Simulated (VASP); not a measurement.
Crystal: KBr (rock salt type).

```
CELL_PARAMETERS angstrom
0.00000 3.35000 3.35000
3.35000 0.00000 3.35000
3.35000 3.35000 0.00000
ATOMIC_POSITIONS crystal
K 0.00000 0.00000 0.00000
Br 0.50000 0.50000 0.50000
```

Base run:

```yaml
Program: VASP 6.6.1
Functional: PBE
Potentials_or_basis: VASP PAW PBE potentials, release 64 (K_sv, Br)
Cutoff: 520 eV
k_mesh: 6 × 6 × 6
Occupations: fermi-dirac, width 0.02 eV
Spin: no spin polarisation
```

Its results: band gap on the k mesh 4.32 eV; pressure 0.1 GPa.

Question: The run is repeated on the same cell with these changes: functional from PBE to r2SCAN. What comes out?

Answer: Band gap on the k mesh 4.95 eV; pressure -0.6 GPa.

Caveats: the PAW data sets were made with another functional, which shifts forces and pressure a little (at least some runs).

